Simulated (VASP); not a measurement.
# NiO (Fm-3m) in VASP: further runs, part 2 of 2

VASP 6.6.1. Earlier steps stand in the parts before.

## (3) Density of states, PBE+U, collinear spin, ferromagnetic start

This run uses another cell than the first one, of 9.71 Å³/atom, 1.064 times its volume.

Input file POSCAR:

```
NiO
1.0
    0.0000000000      2.1337376371      2.1337376371
    2.1337376371      0.0000000000      2.1337376371
    2.1337376371      2.1337376371      0.0000000000
Ni O
1 1
Direct
    0.0000000000      0.0000000000      0.0000000000
    0.5000000000      0.5000000000      0.5000000000
```

Input file INCAR.step1:

```
SYSTEM = NiO
PREC = Accurate ; ENCUT = 520
EDIFF = 1E-6 ; ISMEAR = 0
SIGMA = 0.02 ; LREAL = .FALSE.
LASPH = .TRUE. ; NELM = 200
ALGO = Normal ; ISIF = 2
LWAVE = .FALSE. ; LCHARG = .TRUE.
ISPIN = 2 ; MAGMOM = 1.91 0.21
LMAXMIX = 4 ; LDAU = .TRUE.
LDAUTYPE = 2 ; LDAUL = 2 -1
LDAUU = 6.2 0 ; LDAUJ = 0 0
LDAUPRINT = 1 ; GGA = PE
NBANDS = 23 ; GGA_COMPAT = .FALSE.
NEDOS = 2001 ; LORBIT = 11
```

Input file KPOINTS.step1:

```
Automatic mesh
0
G
  12 12 12
  0 0 0
```

Input file INCAR.step2:

```
SYSTEM = NiO
PREC = Accurate ; ENCUT = 520
EDIFF = 1E-6 ; ISMEAR = -5
SIGMA = 0.02 ; LREAL = .FALSE.
LASPH = .TRUE. ; NELM = 200
ALGO = Normal ; ISIF = 2
LWAVE = .FALSE. ; LCHARG = .FALSE.
ISPIN = 2 ; MAGMOM = 1.91 0.21
LORBIT = 11 ; LMAXMIX = 4
LDAU = .TRUE. ; LDAUTYPE = 2
LDAUL = 2 -1 ; LDAUU = 6.2 0
LDAUJ = 0 0 ; LDAUPRINT = 1
GGA = PE ; NBANDS = 23
NEDOS = 2001 ; ICHARG = 11
GGA_COMPAT = .FALSE.
```

Input file KPOINTS.step2:

```
Automatic mesh
0
G
  18 18 18
  0 0 0
```

Potentials or basis: VASP PAW PBE potentials, release 64 (Ni_sv_GW, O).

On the command line:

```console
$ cat potpaw_PBE.64/Ni_sv_GW/POTCAR potpaw_PBE.64/O/POTCAR > POTCAR
$ cp INCAR.step1 INCAR
$ cp KPOINTS.step1 KPOINTS
$ mpirun -np 1 vasp_std > vasp.out
$ cp INCAR.step2 INCAR
$ cp KPOINTS.step2 KPOINTS
$ mpirun -np 1 vasp_std > vasp.out
```

Wall time 1.7 min (1 thread of AMD EPYC 9R45 (Zen 5), shared host); peak memory 0.24 GiB.

The run converged. Its results:

```
Net moment                                            : 2.00 μB per cell
Site moments                                          : Ni +1.80; O +0.16 μB
Valence electrons inside the program's atomic spheres : Ni 16.09; O 5.01
```

Levels at points of the mesh, in eV from the valence-band top:
Spin up:
```csv
k point,band 10,band 11,band 12,band 13,band 14,band 15,band 16,band 17
"(0.00, 0.00, 0.00)",-4.51,-1.48,-1.48,-1.48,2.00,18.27,18.49,18.49
"(0.50, 0.00, 0.00)",-4.07,-2.93,0.00,0.00,6.20,10.29,14.23,14.23
"(0.50, 0.50, 0.00)",-3.79,-3.79,-2.77,-2.77,6.29,11.16,11.95,16.68
```
Spin down:
| k point | band 7 | band 8 | band 9 | band 10 | band 11 | band 12 | band 13 | band 14 | band 15 | band 16 |
| --- | --- | --- | --- | --- | --- | --- | --- | --- | --- | --- |
| (0.00, 0.00, 0.00) | -3.47 | -3.47 | -1.16 | -1.16 | -1.16 | 2.34 | 2.84 | 2.84 | 18.21 | 18.71 |
| (0.50, 0.00, 0.00) | -3.65 | -3.65 | -1.98 | -1.88 | -1.88 | 5.01 | 5.01 | 6.38 | 10.75 | 14.58 |
| (0.50, 0.50, 0.00) | -4.12 | -2.66 | -2.66 | -2.48 | -2.48 | 3.31 | 3.66 | 6.91 | 11.43 | 12.21 |

Eigenvalues of the final occupation matrices:
| site | spin | trace | eigenvalues |
| --- | --- | --- | --- |
| site 1 d | 1 | 4.75 | 0.94 0.94 0.94 0.97 0.97 |
| site 1 d | 2 | 2.98 | 0.09 0.09 0.93 0.93 0.93 |

Caveat: a cell with one magnetic atom can't hold antiferromagnetic order, which such compounds often take.

## (4) Single point, PBE+U, collinear spin, ferromagnetic start (volume scaled by 0.91)

Input file INCAR:

```
SYSTEM = NiO
PREC = Accurate ; ENCUT = 600
EDIFF = 1E-6 ; ISMEAR = 0
SIGMA = 0.02 ; LREAL = .FALSE.
LASPH = .TRUE. ; NELM = 200
ALGO = Normal ; ISIF = 2
LWAVE = .FALSE. ; LCHARG = .FALSE.
ISPIN = 2 ; MAGMOM = 1.91 0.21
LORBIT = 11 ; LMAXMIX = 4
LDAU = .TRUE. ; LDAUTYPE = 2
LDAUL = 2 -1 ; LDAUU = 6.2 0
LDAUJ = 0 0 ; LDAUPRINT = 1
GGA = PE ; NBANDS = 23
GGA_COMPAT = .FALSE.
```

Input file KPOINTS:

```
Automatic mesh
0
G
  12 12 12
  0 0 0
```

Input file POSCAR:

```
NiO
1.0
    0.0000000000      2.0677029559      2.0677029559
    2.0677029559      0.0000000000      2.0677029559
    2.0677029559      2.0677029559      0.0000000000
Ni O
1 1
Direct
    0.0000000000      0.0000000000      0.0000000000
    0.5000000000      0.5000000000      0.5000000000
```

Potentials or basis: VASP PAW PBE potentials, release 64 (Ni_sv_GW, O).

On the command line:

```console
$ cat potpaw_PBE.64/Ni_sv_GW/POTCAR potpaw_PBE.64/O/POTCAR > POTCAR
$ mpirun -np 1 vasp_std > vasp.out
```

OUTCAR:

```text
SYSTEM = NiO
   PREC = Accurate
   ENCUT = 600
   EDIFF = 1E-6
   ISMEAR = 0
   LREAL = .FALSE.
   LASPH = .TRUE.
   NELM = 200
   ISIF = 2
   ISPIN = 2
   LORBIT = 11
   GGA = PE

 ion  position               nearest neighbor table
   1  0.000  0.000  0.000-   2 2.07   2 2.07   2 2.07   2 2.07   2 2.07   2 2.07
   2  0.500  0.500  0.500-   1 2.07   1 2.07   1 2.07   1 2.07   1 2.07   1 2.07

  LATTYP: Found a face centered cubic cell.
 ALAT       =     4.1354059118
[... 1503 lines left out ...]
  external PRESSURE =     165.7664935 kB  Pullay stress =       0.0000000 kB

 VOLUME and BASIS-vectors are now :
 -----------------------------------------------------------------------------
  energy-cutoff  :      600.00
  volume of cell :       17.68
      direct lattice vectors                 reciprocal lattice vectors
     0.000000000  2.067702956  2.067702956    -0.241814231  0.241814231  0.241814231
     2.067702956  0.000000000  2.067702956     0.241814231 -0.241814231  0.241814231
     2.067702956  2.067702956  0.000000000     0.241814231  0.241814231 -0.241814231

 POSITION                                       TOTAL-FORCE (eV/Angst)
 -----------------------------------------------------------------------------------
      0.00000      0.00000      0.00000        -0.000000      0.000000     -0.000000
      2.06770      2.06770      2.06770         0.000000     -0.000000      0.000000
 -----------------------------------------------------------------------------------
    total drift:                                0.000000     -0.000000     -0.000000

  FREE ENERGIE OF THE ION-ELECTRON SYSTEM (eV)
  ---------------------------------------------------
  free  energy   TOTEN  =       -10.1641925448 eV

  energy  without entropy=      -10.1641925448  energy(sigma->0) =      -10.16419254

 total charge

# of ion       s       p       d       f       tot
--------------------------------------------------
    1        2.166   6.251   7.727   0.010  16.154
    2        1.545   3.520   0.000   0.000   5.064
--------------------------------------------------
tot          3.711   9.770   7.727   0.010  21.218

 magnetization (x)

# of ion       s       p       d       f       tot
--------------------------------------------------
    1        0.010   0.013   1.762   0.001   1.786
    2        0.024   0.155   0.000   0.000   0.179
--------------------------------------------------
tot          0.033   0.168   1.762   0.001   1.964
```

OSZICAR:

```text
N       E                     dE             d eps       ncg     rms          rms(c)
DAV:   1     0.246471927736E+03    0.24647E+03   -0.13550E+04 10236   0.373E+03
DAV:   2    -0.724788645513E+00   -0.24720E+03   -0.23569E+03 10741   0.899E+02
DAV:   3    -0.114991373220E+02   -0.10774E+02   -0.10740E+02 10030   0.188E+02
DAV:   4    -0.116448859734E+02   -0.14575E+00   -0.14574E+00  9179   0.118E+01
DAV:   5    -0.116490233060E+02   -0.41373E-02   -0.41373E-02  8542   0.189E+00    0.146E+01
DAV:   6    -0.101983115790E+02    0.14507E+01   -0.29519E+01 11625   0.302E+02    0.920E+00
DAV:   7    -0.979802228188E+01    0.40029E+00   -0.53533E+00 10055   0.175E+02    0.335E+00
DAV:   8    -0.100801105384E+02   -0.28209E+00   -0.32554E-01 11249   0.198E+01    0.167E+00
DAV:   9    -0.101392544677E+02   -0.59144E-01   -0.16929E-01 12084   0.296E+01    0.761E-01
DAV:  10    -0.101623290705E+02   -0.23075E-01   -0.41494E-02 11379   0.778E+00    0.226E-01
DAV:  11    -0.101640509999E+02   -0.17219E-02   -0.10983E-03 10889   0.101E+00    0.820E-02
DAV:  12    -0.101640454865E+02    0.55134E-05   -0.25570E-04 10490   0.540E-01    0.512E-02
DAV:  13    -0.101641858816E+02   -0.14040E-03   -0.45392E-05 11006   0.412E-01    0.125E-02
DAV:  14    -0.101641917847E+02   -0.59031E-05   -0.10596E-05  9309   0.148E-01    0.316E-03
DAV:  15    -0.101641925448E+02   -0.76015E-06   -0.54511E-07  4559   0.481E-02
   1 F= -.10164193E+02 E0= -.10164193E+02  d E =-.506067E-30  mag=     2.0000
```

It took 63 s on 1 thread of Intel Xeon 6975P-C (Granite Rapids), shared host; peak memory 0.2 GiB.

Results:

| Item | Value |
| --- | --- |
| Free energy | -10.1642 eV |
| Pressure | 16.6 GPa |
| Band gap on the k mesh | 2.49 eV, indirect (least direct gap 3.44 eV) |
| Net moment | 2.00 μB per cell |
| Site moments | Ni +1.79; O +0.18 μB |
| Valence electrons inside the program's atomic spheres | Ni 16.15; O 5.06 |

Eigenvalues of the final occupation matrices:
| site | spin | trace | eigenvalues |
| --- | --- | --- | --- |
| site 1 d | 1 | 4.76 | 0.94 0.94 0.94 0.97 0.97 |
| site 1 d | 2 | 2.99 | 0.10 0.10 0.93 0.93 0.93 |

Caveat: the cell differs from its parent crystal (volume scaled by 0.91); a cell with one magnetic atom can't hold antiferromagnetic order, which such compounds often take. The state reached can hang on the start; a lower one may exist.

## (5) The runs side by side

```tsv
task	cell	cutoff (eV)	k mesh for the DOS	occupations for the DOS	gap on the mesh (eV)	pressure (GPa)	moment (μB)
single point	a = 2.956 Å, angles 60.0°, 2 atoms	600	-	-	2.32	8.7	2.00
density of states	a = 3.018 Å, angles 60.0°, 2 atoms	520	18 × 18 × 18	tetrahedron	-	-	2.00
single point	a = 2.924 Å, angles 60.0°, 2 atoms	600	-	-	2.49	16.6	2.00
```

Alike in all rows: level PBE+U; potentials or basis VASP PAW PBE potentials, release 64 (Ni_sv_GW, O); spin collinear, ferromagnetic start; Ni d U = 6.2 eV; k mesh 12 × 12 × 12; smearing gaussian 0.02 eV.

Caveats: a cell with one magnetic atom can't hold antiferromagnetic order, which such compounds often take.

Absolute energies hang on the potentials; compare differences alone.
